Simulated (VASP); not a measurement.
# Si2Mo (I4/mmm) in VASP: a series of runs, part 2 of 5

VASP 6.6.1. Earlier steps stand in the parts before.

## (3) Single point, r2SCAN

This run uses another cell than the first one, of 13.36 Å³/atom, 1.009 times its volume.

POSCAR reads:

```
Si2Mo
1.0
   -1.6013105873      1.6013105873      3.9077588338
    1.6013105873     -1.6013105873      3.9077588338
    1.6013105873      1.6013105873     -3.9077588338
Si Mo
2 1
Direct
    0.3354950496      0.3354950496      0.0000000000
    0.6645049504      0.6645049504      0.0000000000
    0.0000000000      0.0000000000      0.0000000000
```

INCAR.step1 reads:

```
SYSTEM = Si2Mo
ALGO = Normal
EDIFF = 1E-4
ENCUT = 520
GGA = PE
ISMEAR = 0
LASPH = .TRUE.
LCHARG = .FALSE.
LREAL = .FALSE.
LWAVE = .TRUE.
NBANDS = 18
NELM = 80
PREC = Accurate
SIGMA = 0.05
```

INCAR.step2 reads:

```
SYSTEM = Si2Mo
ALGO = Normal
EDIFF = 1E-6
ENCUT = 520
ISIF = 2
ISMEAR = 0
ISTART = 1
LASPH = .TRUE.
LCHARG = .TRUE.
LELF = .TRUE.
LMIXTAU = .TRUE.
LREAL = .FALSE.
LVHAR = .TRUE.
LWAVE = .FALSE.
METAGGA = R2SCAN
NBANDS = 18
NELM = 80
PREC = Accurate
SIGMA = 0.05
```

KPOINTS reads:

```
k-points
0
G
  10 10 10
  0 0 0
```

Potentials or basis: VASP PAW PBE potentials, release 64 (Si, Mo_sv).

Command:

```console
$ cat potpaw_PBE.64/Si/POTCAR potpaw_PBE.64/Mo_sv/POTCAR > POTCAR
$ cp INCAR.step1 INCAR
$ mpirun -np 1 vasp_std > vasp.out
$ cp INCAR.step2 INCAR
$ mpirun -np 1 vasp_std > vasp.out
```

OUTCAR:

```text
SYSTEM = Si2Mo
   EDIFF = 1E-6
   ENCUT = 520
   ISIF = 2
   ISMEAR = 0
   ISTART = 1
   LASPH = .TRUE.
   LREAL = .FALSE.
   METAGGA = R2SCAN
   NELM = 80
   PREC = Accurate

 ion  position               nearest neighbor table
   1  0.335  0.335  0.000-   2 2.57   3 2.60   3 2.60   3 2.60   3 2.60   3 2.62   2 2.63   2 2.63
                             2 2.63   2 2.63
   2  0.665  0.665  0.000-   1 2.57   3 2.60   3 2.60   3 2.60   3 2.60   3 2.62   1 2.63   1 2.63
                             1 2.63   1 2.63
   3  0.000  0.000  0.000-   2 2.60   2 2.60   2 2.60   1 2.60   2 2.60   1 2.60   1 2.60   1 2.60
                             1 2.62   2 2.62

  LATTYP: Found a body centered tetragonal cell.
 ALAT       =     3.2026211746
 C/A-ratio  =     2.4403503385

  Lattice vectors:

 A1 = (  -1.6013105873,   1.6013105873,   3.9077588338)
 A2 = (   1.6013105873,  -1.6013105873,   3.9077588338)
 A3 = (   1.6013105873,   1.6013105873,  -3.9077588338)

Analysis of symmetry for initial positions (statically):
=====================================================================
 Subroutine PRICEL returns:
 Original cell was already a primitive cell.

 Routine SETGRP: Setting up the symmetry group for a
 body centered tetragonal supercell.

 Subroutine GETGRP returns: Found 16 space group operations
 (whereof 16 operations were pure point group operations)
 out of a pool of 16 trial point group operations.

The static configuration has the point symmetry D_4h.

Analysis of symmetry for dynamics (positions and initial velocities):
=====================================================================
 Subroutine PRICEL returns:
 Original cell was already a primitive cell.

 Routine SETGRP: Setting up the symmetry group for a
 body centered tetragonal supercell.

 Subroutine GETGRP returns: Found 16 space group operations
 (whereof 16 operations were pure point group operations)
 out of a pool of 16 trial point group operations.

The dynamic configuration has the point symmetry D_4h.

 Subroutine INISYM returns: Found 16 space group operations
 (whereof 16 operations are pure point group operations),
 and found     1 'primitive' translations

----------------------------------------------------------------------------------------

                                     Primitive cell

  volume of cell :      40.0810

  direct lattice vectors                    reciprocal lattice vectors
    -1.601310587  1.601310587  3.907758834     0.000000000  0.312244235  0.127950578
     1.601310587 -1.601310587  3.907758834     0.312244235  0.000000000  0.127950578
     1.601310587  1.601310587 -3.907758834     0.312244235  0.312244235  0.000000000

  length of vectors
     4.516521925  4.516521925  4.516521925     0.337443051  0.337443051  0.441580033

  position of ions in fractional coordinates (direct lattice)
     0.335495050  0.335495050  0.000000000
     0.664504950  0.664504950  0.000000000
     0.000000000  0.000000000  0.000000000

  ion indices of the primitive-cell ions
   primitive index   ion index
                 1           1
                 2           2
                 3           3

----------------------------------------------------------------------------------------

 KPOINTS: k-points

Automatic generation of k-mesh.
 Grid dimensions read from file:
 generate k-points for:   10   10   10

 Generating k-lattice:

  Cartesian coordinates                     Fractional coordinates (reciprocal lattice)
     0.000000000  0.031224424  0.012795058     0.100000000  0.000000000  0.000000000
     0.031224424  0.000000000  0.012795058     0.000000000  0.100000000  0.000000000
     0.031224424  0.031224424  0.000000000     0.000000000  0.000000000  0.100000000

  Length of vectors
     0.033744305  0.033744305  0.044158003

  Shift w.r.t. Gamma in fractional coordinates (k-lattice)
     0.000000000  0.000000000  0.000000000

 Subroutine IBZKPT returns following result:
 ===========================================

 Found    102 irreducible k-points:

 Following reciprocal coordinates:
            Coordinates               Weight
  0.000000  0.000000  0.000000      1.000000
  0.100000  0.000000 -0.000000      8.000000
  0.200000  0.000000 -0.000000      8.000000
  0.300000  0.000000 -0.000000      8.000000
  0.400000  0.000000 -0.000000      8.000000
  0.500000  0.000000 -0.000000      4.000000
[... 16 lines left out ...]
  0.300000  0.300000 -0.000000      8.000000
  0.400000  0.300000 -0.000000     16.000000
 [... further k-points ...]
   k-points           NKPTS =    102   k-points in BZ     NKDIM =    102   number of bands    NBANDS=     18
   number of dos      NEDOS =    301   number of ions     NIONS =      3
   total plane-waves  NPLWV =  46656
   dimension x,y,z NGX =    36 NGY =   36 NGZ =   36
   dimension x,y,z NGXF=    72 NGYF=   72 NGZF=   72
   ions per type =               2   1
   NGX,Y,Z   is equivalent  to a cutoff of  13.25, 13.25, 13.25 a.u.
   NGXF,Y,Z  is equivalent  to a cutoff of  26.50, 26.50, 26.50 a.u.
 SYSTEM =  Si2Mo
   PREC   = accura    normal or accurate (medium, high low for compatibility)
   ISTART =      1    job   : 0-new  1-cont  2-samecut
   ICHARG =      0    charge: 1-file 2-atom 10-const
   ISPIN  =      1    spin polarized calculation?
   LNONCOLLINEAR =      F non collinear calculations
   LSORBIT =      F    spin-orbit coupling
   LASPH  =      T    aspherical Exc in radial PAW
   ENCUT  =  520.0 eV  38.22 Ry    6.18 a.u.   8.40  8.40  8.40*2*pi/ulx,y,z
   NELM   =     80;   NELMIN=  2; NELMDL=  0     # of ELM steps
   EDIFF  = 0.1E-05   stopping-criterion for ELM
   LREAL  =      F    real-space projection
   EDIFFG = 0.1E-04   stopping-criterion for IOM
   NSW    =      0    number of steps for IOM
   IBRION =     -1    ionic relax: 0-MD 1-quasi-New 2-CG
   NFREE  =      0    steps in history (QN), initial steepest desc. (CG)
   ISIF   =      2    stress and relaxation
   ISYM   =      2    0-nonsym 1-usesym 2-fastsym
   POTIM  = 0.5000    time-step for ionic-motion
   TEBEG  =    0.0;   TEEND  =   0.0 temperature during run
   PSTRESS=    0.0 pullay stress
   NELECT =      22.0000    total number of electrons
   NUPDOWN=      -1.0000    fix difference up-down
   EMIN   =  10.00;   EMAX   =-10.00  energy-range for DOS
   EFERMI =   0.00;   METHOD = LEGACY
   ISMEAR =     0;   SIGMA  =   0.05  broadening in eV -4-tet -1-fermi 0-gaus
   EFERMI_NEDOS =   21; number of points for ismear=-14 and -15
   IALGO  =     38    algorithm
   IMIX   =      4    mixing-type and parameters
     AMIX     =   0.40;   BMIX     =  1.00
     AMIX_MAG =   1.60;   BMIX_MAG =  1.00
  volume/ion in A,a.u.               =      13.36        90.16
  Fermi-wavevector in a.u.,A,eV,Ry     =   1.340405  2.532998 24.445397  1.796686
  Thomas-Fermi vector in A             =   2.468721
   LORBIT       =      0    0 simple, 1 ext, 2 COOP (PROOUT), +10 PAW based schemes
   METAGGA = R2SCAN    functional components
   LHFCALC =     F    Hartree Fock is set to
   AEXX    =    0.0000 exact exchange contribution
   IVDW    =     0    specifies the selected vdW correction
   LEPSILON=     F    determine dielectric tensor
   LRPA    =     F    only Hartree local field effects (RPA)
 non-spin polarized calculation
 Gauss-broadening in eV      SIGMA  =   0.05
  energy-cutoff  :      520.00
  volume of cell :       40.08
 maximum number of plane-waves:      1104
 NGX is ok and might be reduce to    36
   NGX = 17   NGY = 17   NGZ = 17

 number of electron      22.0000000 magnetization

 Free energy of the ion-electron system (eV)
  ---------------------------------------------------
  ext. energy  EPLUGINS =         0.00000000
  ---------------------------------------------------
  free energy    TOTEN  =       -45.01687834 eV

  energy without entropy =      -45.01654029  energy(sigma->0) =      -45.01670932

 E-fermi :  12.1948     XC(G=0): -13.4043

 val. band max:       12.1854983066   @ k =  -0.4000   0.5000   0.4000
 cond. band min:      12.4321567603   @ k =  -0.4000   0.4000   0.4000
 fundamental gap:      0.2466584537
 Fermi energy:        12.1948441219

 k-point     1 :       0.0000    0.0000    0.0000
  band No.  band energies     occupation
      1     -50.3086      2.00000
      2     -23.7519      2.00000
      3     -23.6616      2.00000
      4     -23.6616      2.00000
      5      -1.8936      2.00000
      6       5.5169      2.00000
[... 10 lines left out ...]
     17      17.7502      0.00000
     18      17.7502      0.00000
[... 466 lines left out ...]
      2     -23.8873      2.00000
      3     -23.8109      2.00000
      4     -23.7144      2.00000
      5       2.4076      2.00000
      6       3.5405      2.00000
[... 10 lines left out ...]
     17      19.5541      0.00000
     18      21.7983      0.00000

 [... further k-points ...]
[... 5 lines left out ...]
  --------------------------------------------------------------------------------------
  -------------------------------------------------------------------------------------
  Total        0.1025804      0.1025804      0.1084636      0.0000000      0.0000000      0.0000000
  in kB        4.1004942      4.1004942      4.3356647      0.0000000      0.0000000      0.0000000
  external PRESSURE =       4.1788844 kB  Pullay stress =       0.0000000 kB

 VOLUME and BASIS-vectors are now :
 -----------------------------------------------------------------------------
  energy-cutoff  :      520.00
  volume of cell :       40.08
      direct lattice vectors                 reciprocal lattice vectors
    -1.601310587  1.601310587  3.907758834     0.000000000  0.312244235  0.127950578
     1.601310587 -1.601310587  3.907758834     0.312244235  0.000000000  0.127950578
     1.601310587  1.601310587 -3.907758834     0.312244235  0.312244235  0.000000000

 POSITION                                       TOTAL-FORCE (eV/Angst)
 -----------------------------------------------------------------------------------
      0.00000      0.00000      2.62207         0.000000      0.000000     -0.007663
      0.00000      0.00000      5.19345        -0.000000     -0.000000      0.007663
      0.00000      0.00000      0.00000         0.000000      0.000000      0.000000
 -----------------------------------------------------------------------------------
    total drift:                               -0.000000      0.000000     -0.000000

  FREE ENERGIE OF THE ION-ELECTRON SYSTEM (eV)
  ---------------------------------------------------
  free  energy   TOTEN  =       -45.0168783429 eV

  energy  without entropy=      -45.0165402919  energy(sigma->0) =      -45.01670932
```

Run time: 2.3 min. Hardware: 1 thread of Intel Xeon 6975P-C (Granite Rapids), shared host; peak memory 0.25 GiB.

What came out:

- Free energy: -45.0169 eV
- Pressure: 0.4 GPa
- Largest force: 0.008 eV/Å
- Band gap on the k mesh: zero (band 11 reaches 12.74 eV, above the bottom of band 12 at 11.73 eV)

Forces on the atoms (eV/Å):
```
Si   0.000  0.000 -0.008
Si   0.000  0.000  0.008
Mo   0.000  0.000  0.000
```

Levels at points of the mesh, in eV from the Fermi level:
```csv
k point,band 8,band 9,band 10,band 11,band 12,band 13,band 14,band 15
"(0.00, 0.00, 0.00)",-3.01,-2.70,-2.70,0.45,3.52,3.57,3.75,3.75
"(0.50, 0.00, 0.00)",-4.72,-2.69,-2.56,-0.45,2.63,3.37,4.58,4.58
"(0.50, 0.50, 0.00)",-5.26,-4.60,-3.14,-1.30,2.71,3.13,3.56,3.72
"(0.50, 0.50, 0.50)",-2.15,-0.50,-0.50,-0.46,-0.46,0.59,5.28,5.90
```

Caveat: the PAW data sets were made with another functional, which shifts forces and pressure a little.

(Part 2 of 5 ends here.)
